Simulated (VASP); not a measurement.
# ZrGa3 (I4/mmm) in VASP: single point with LDA

Aim: the single point of ZrGa3 with LDA.

Program: VASP 6.6.1. These are calculated values, not measurements. Logs are shortened: lines on timing, memory, paths and dates and some standing lists are left out, and cuts for length are marked.

**1. The cell of the first run**

The structure is tetragonal, space group I4/mmm (No. 139). Conventional cell: a = 3.944 Å, b = 3.944 Å, c = 8.670 Å, α = 90.00°, β = 90.00°, γ = 90.00°. Within 3.7 Å of Zr (site symmetry 4/mmm) lie 12 Ga at 2.79 to 2.93 Å. Ga (site symmetry 4/mmm) has 4 Zr at 2.79 Å and 8 Ga at 2.93 Å within 3.7 Å. Ga (site symmetry -4m2) has 8 Ga at 2.79 to 2.93 Å and 4 Zr at 2.93 Å within 3.7 Å.

**2. Single point, LDA (16.86 Å³/atom)**

INCAR reads:

```
ALGO = Normal
EDIFF = 1E-6
ENCUT = 520
GGA = CA
ISIF = 2
ISMEAR = -1
LASPH = True
LCHARG = False
LREAL = False
LWAVE = False
NBANDS = 34
NELM = 60
PREC = Accurate
SIGMA = 0.03
```

KPOINTS reads:

```
k-points
0
Gamma
  12 12 12
```

POSCAR reads:

```
ZrGa3
1.0
   -1.9721740951      1.9721740951      4.3352071711
    1.9721740951     -1.9721740951      4.3352071711
    1.9721740951      1.9721740951     -4.3352071711
Zr Ga
1 3
Direct
    0.0000000000      0.0000000000      0.0000000000
    0.5000000000      0.5000000000      0.0000000000
    0.7500000000      0.2500000000      0.5000000000
    0.2500000000      0.7500000000      0.5000000000
```

Potentials or basis: VASP PAW LDA potentials, release 64 (Zr_sv, Ga_d).

Launch:

```
$ cat potpaw_LDA.64/Zr_sv/POTCAR potpaw_LDA.64/Ga_d/POTCAR > POTCAR
$ mpirun -np 1 vasp_std > vasp.out
```

OUTCAR:

```text
EDIFF = 1E-6
   ENCUT = 520
   GGA = CA
   ISIF = 2
   ISMEAR = -1
   LASPH = True
   LREAL = False
   NELM = 60
   PREC = Accurate

 ion  position               nearest neighbor table
   1  0.000  0.000  0.000-   2 2.79   2 2.79   2 2.79   2 2.79   4 2.93   3 2.93   4 2.93   3 2.93
                             3 2.93   3 2.93   4 2.93   4 2.93
   2  0.500  0.500  0.000-   1 2.79   1 2.79   1 2.79   1 2.79
   3  0.750  0.250  0.500-   4 2.79   4 2.79   4 2.79   4 2.79   1 2.93   1 2.93   1 2.93   1 2.93

   4  0.250  0.750  0.500-   3 2.79   3 2.79   3 2.79   3 2.79   1 2.93   1 2.93   1 2.93   1 2.93

  LATTYP: Found a body centered tetragonal cell.
 ALAT       =     3.9443481902
 C/A-ratio  =     2.1981868547

  Lattice vectors:

 A1 = (  -1.9721740951,   1.9721740951,   4.3352071711)
 A2 = (   1.9721740951,  -1.9721740951,   4.3352071711)
 A3 = (   1.9721740951,   1.9721740951,  -4.3352071711)

Analysis of symmetry for initial positions (statically):
=====================================================================
 Subroutine PRICEL returns:
 Original cell was already a primitive cell.

 Routine SETGRP: Setting up the symmetry group for a
 body centered tetragonal supercell.

 Subroutine GETGRP returns: Found 16 space group operations
 (whereof 16 operations were pure point group operations)
 out of a pool of 16 trial point group operations.

The static configuration has the point symmetry D_4h.

Analysis of symmetry for dynamics (positions and initial velocities):
=====================================================================
 Subroutine PRICEL returns:
 Original cell was already a primitive cell.

 Routine SETGRP: Setting up the symmetry group for a
 body centered tetragonal supercell.

 Subroutine GETGRP returns: Found 16 space group operations
 (whereof 16 operations were pure point group operations)
 out of a pool of 16 trial point group operations.

The dynamic configuration has the point symmetry D_4h.

 Subroutine INISYM returns: Found 16 space group operations
 (whereof 16 operations are pure point group operations),
 and found     1 'primitive' translations

----------------------------------------------------------------------------------------

                                     Primitive cell

  volume of cell :      67.4466

  direct lattice vectors                    reciprocal lattice vectors
    -1.972174095  1.972174095  4.335207171     0.000000000  0.253527313  0.115334742
     1.972174095 -1.972174095  4.335207171     0.253527313  0.000000000  0.115334742
     1.972174095  1.972174095 -4.335207171     0.253527313  0.253527313  0.000000000

  length of vectors
     5.154896947  5.154896947  5.154896947     0.278528636  0.278528636  0.358541765

  position of ions in fractional coordinates (direct lattice)
     0.000000000  0.000000000  0.000000000
     0.500000000  0.500000000  0.000000000
     0.750000000  0.250000000  0.500000000
     0.250000000  0.750000000  0.500000000

  ion indices of the primitive-cell ions
   primitive index   ion index
                 1           1
                 2           2
                 3           3
                 4           4

----------------------------------------------------------------------------------------

 KPOINTS: k-points

Automatic generation of k-mesh.
 Grid dimensions read from file:
 generate k-points for:   12   12   12

 Generating k-lattice:

  Cartesian coordinates                     Fractional coordinates (reciprocal lattice)
     0.000000000  0.021127276  0.009611228     0.083333333 -0.000000000  0.000000000
     0.021127276  0.000000000  0.009611228    -0.000000000  0.083333333  0.000000000
     0.021127276  0.021127276  0.000000000     0.000000000  0.000000000  0.083333333

  Length of vectors
     0.023210720  0.023210720  0.029878480

  Shift w.r.t. Gamma in fractional coordinates (k-lattice)
     0.000000000  0.000000000  0.000000000

 Subroutine IBZKPT returns following result:
 ===========================================

 Found    163 irreducible k-points:

 Following reciprocal coordinates:
            Coordinates               Weight
  0.000000  0.000000  0.000000      1.000000
  0.083333  0.000000 -0.000000      8.000000
  0.166667  0.000000 -0.000000      8.000000
  0.250000  0.000000 -0.000000      8.000000
  0.333333  0.000000 -0.000000      8.000000
  0.416667  0.000000  0.000000      8.000000
[... 16 lines left out ...]
  0.500000  0.166667  0.000000     16.000000
 -0.416667  0.166667  0.000000     16.000000
 [... further k-points ...]
   k-points           NKPTS =    163   k-points in BZ     NKDIM =    163   number of bands    NBANDS=     34
   number of dos      NEDOS =    301   number of ions     NIONS =      4
   total plane-waves  NPLWV =  64000
   dimension x,y,z NGX =    40 NGY =   40 NGZ =   40
   dimension x,y,z NGXF=    80 NGYF=   80 NGZF=   80
   ions per type =               1   3
   NGX,Y,Z   is equivalent  to a cutoff of  12.90, 12.90, 12.90 a.u.
   NGXF,Y,Z  is equivalent  to a cutoff of  25.80, 25.80, 25.80 a.u.
 SYSTEM =  unknown system
   PREC   = accura    normal or accurate (medium, high low for compatibility)
   ISTART =      0    job   : 0-new  1-cont  2-samecut
   ICHARG =      2    charge: 1-file 2-atom 10-const
   ISPIN  =      1    spin polarized calculation?
   LNONCOLLINEAR =      F non collinear calculations
   LSORBIT =      F    spin-orbit coupling
   LASPH  =      T    aspherical Exc in radial PAW
   ENCUT  =  520.0 eV  38.22 Ry    6.18 a.u.   9.58  9.58  9.58*2*pi/ulx,y,z
   NELM   =     60;   NELMIN=  2; NELMDL= -5     # of ELM steps
   EDIFF  = 0.1E-05   stopping-criterion for ELM
   LREAL  =      F    real-space projection
   EDIFFG = 0.1E-04   stopping-criterion for IOM
   NSW    =      0    number of steps for IOM
   IBRION =     -1    ionic relax: 0-MD 1-quasi-New 2-CG
   NFREE  =      0    steps in history (QN), initial steepest desc. (CG)
   ISIF   =      2    stress and relaxation
   ISYM   =      2    0-nonsym 1-usesym 2-fastsym
   POTIM  = 0.5000    time-step for ionic-motion
   TEBEG  =    0.0;   TEEND  =   0.0 temperature during run
   PSTRESS=    0.0 pullay stress
   NELECT =      51.0000    total number of electrons
   NUPDOWN=      -1.0000    fix difference up-down
   EMIN   =  10.00;   EMAX   =-10.00  energy-range for DOS
   EFERMI =   0.00;   METHOD = LEGACY
   ISMEAR =    -1;   SIGMA  =   0.03  broadening in eV -4-tet -1-fermi 0-gaus
   EFERMI_NEDOS =   21; number of points for ismear=-14 and -15
   IALGO  =     38    algorithm
   IMIX   =      4    mixing-type and parameters
     AMIX     =   0.40;   BMIX     =  1.00
     AMIX_MAG =   1.60;   BMIX_MAG =  1.00
  volume/ion in A,a.u.               =      16.86       113.79
  Fermi-wavevector in a.u.,A,eV,Ry     =   1.491459  2.818450 30.265496  2.224451
  Thomas-Fermi vector in A             =   2.604112
   LORBIT       =      0    0 simple, 1 ext, 2 COOP (PROOUT), +10 PAW based schemes
   GGA     = CA    functional components
   LHFCALC =     F    Hartree Fock is set to
   AEXX    =    0.0000 exact exchange contribution
   IVDW    =     0    specifies the selected vdW correction
   LEPSILON=     F    determine dielectric tensor
   LRPA    =     F    only Hartree local field effects (RPA)
 non-spin polarized calculation
  energy-cutoff  :      520.00
  volume of cell :       67.45
 maximum number of plane-waves:      1844
 NGX is ok and might be reduce to    40
   NGX = 19   NGY = 19   NGZ = 19

 number of electron      51.0000002 magnetization

 Free energy of the ion-electron system (eV)
  ---------------------------------------------------
  ext. energy  EPLUGINS =         0.00000000
  ---------------------------------------------------
  free energy    TOTEN  =       -22.18885228 eV

  energy without entropy =      -22.18519329  energy(sigma->0) =      -22.18702278

 E-fermi :   7.7369     XC(G=0): -12.1920

 val. band max:        7.7214878181   @ k =  -0.4167   0.5000   0.2500
 cond. band min:       7.7422684154   @ k =  -0.3333  -0.3333   0.3333
 fundamental gap:      0.0207805973
 Fermi energy:         7.7369154267

 k-point     1 :       0.0000    0.0000    0.0000
  band No.  band energies     occupation
      1     -40.5051      2.00000
      2     -18.7652      2.00000
      3     -18.7652      2.00000
      4     -18.7090      2.00000
      5      -7.1675      2.00000
      6      -7.0778      2.00000
[... 26 lines left out ...]
     33      13.0445      0.00000
     34      14.3083      0.00000

 k-point     2 :       0.0833    0.0000   -0.0000
  band No.  band energies     occupation
      1     -40.5048      2.00000
      2     -18.7718      2.00000
      3     -18.7650      2.00000
      4     -18.7089      2.00000
      5      -7.1588      2.00000
      6      -7.0748      2.00000
[... 26 lines left out ...]
     33      13.4913      0.00000
     34      15.1131      0.00000

 k-point     3 :       0.1667    0.0000   -0.0000
  band No.  band energies     occupation
      1     -40.5040      2.00000
      2     -18.7899      2.00000
      3     -18.7646      2.00000
      4     -18.7086      2.00000
      5      -7.1332      2.00000
      6      -7.0694      2.00000
[... 26 lines left out ...]
     33      13.9120      0.00000
     34      15.3062      0.00000
[... 704 lines left out ...]
 k-point    23 :       0.5000    0.1667    0.0000
  band No.  band energies     occupation
      1     -40.4999      2.00000
      2     -18.8581      2.00000
      3     -18.7832      2.00000
      4     -18.7050      2.00000
      5      -7.0508      2.00000
      6      -7.0418      2.00000
[... 26 lines left out ...]
     33      14.3794      0.00000
     34      15.3784      0.00000

 k-point    24 :      -0.4167    0.1667    0.0000
  band No.  band energies     occupation
      1     -40.5002      2.00000
      2     -18.8521      2.00000
      3     -18.7835      2.00000
      4     -18.7043      2.00000
      5      -7.0505      2.00000
      6      -7.0384      2.00000
[... 26 lines left out ...]
     33      14.6043      0.00000
     34      15.2500      0.00000

 [... further k-points ...]

------------------------ aborting loop because EDIFF is reached ----------------------------------------

  FORCE on cell =-STRESS in cart. coord.  units (eV):
  Direction    XX          YY          ZZ          XY          YZ          ZX
  --------------------------------------------------------------------------------------
  -------------------------------------------------------------------------------------
  Total       -2.6524664     -2.6524664      1.4816818      0.0000000      0.0000000      0.0000000
  in kB      -63.0086427    -63.0086427     35.1969610      0.0000000      0.0000000      0.0000000
  external PRESSURE =     -30.2734414 kB  Pullay stress =       0.0000000 kB

 VOLUME and BASIS-vectors are now :
 -----------------------------------------------------------------------------
  energy-cutoff  :      520.00
  volume of cell :       67.45
      direct lattice vectors                 reciprocal lattice vectors
    -1.972174095  1.972174095  4.335207171     0.000000000  0.253527313  0.115334742
     1.972174095 -1.972174095  4.335207171     0.253527313  0.000000000  0.115334742
     1.972174095  1.972174095 -4.335207171     0.253527313  0.253527313  0.000000000

 POSITION                                       TOTAL-FORCE (eV/Angst)
 -----------------------------------------------------------------------------------
      0.00000      0.00000      0.00000         0.000000      0.000000     -0.000000
      0.00000      0.00000      4.33521         0.000000      0.000000     -0.000000
     -0.00000      1.97217      2.16760         0.000000      0.000000      0.000000
      1.97217     -0.00000      2.16760        -0.000000     -0.000000      0.000000
 -----------------------------------------------------------------------------------
    total drift:                               -0.000000     -0.000000      0.000000

  FREE ENERGIE OF THE ION-ELECTRON SYSTEM (eV)
  ---------------------------------------------------
  free  energy   TOTEN  =       -22.1888522753 eV

  energy  without entropy=      -22.1851932887  energy(sigma->0) =      -22.18702278
```

Wall time 4.3 min (1 thread of Intel Xeon Platinum 8488C (Sapphire Rapids), shared host); peak memory 0.43 GiB.

Results:

```
Free energy            : -22.1889 eV
Pressure               : -3.0 GPa
Band gap on the k mesh : zero (an odd number of electrons rules out a gap without spin polarisation)
```

Stress tensor (GPa, compression positive):
```
-6.30  0.00  0.00
 0.00 -6.30  0.00
 0.00  0.00  3.52
```

Levels at points of the mesh, in eV from the Fermi level:
```csv
k point,band 22,band 23,band 24,band 25,band 26,band 27,band 28,band 29,band 30,band 31
"(0.00, 0.00, 0.00)",-2.37,-1.66,-1.60,-1.60,-0.55,1.71,2.05,2.05,4.16,4.66
"(0.50, 0.00, 0.00)",-3.80,-3.67,-1.56,-0.23,0.61,2.41,2.53,2.58,3.57,4.35
"(0.50, 0.50, 0.00)",-5.62,-3.60,-2.34,-2.33,-1.24,2.77,2.81,2.99,3.94,4.34
"(0.50, 0.50, 0.50)",-2.91,-1.10,-1.10,0.08,1.31,1.31,1.77,3.65,4.81,4.83
```

Caveat: the cell stands under tension.
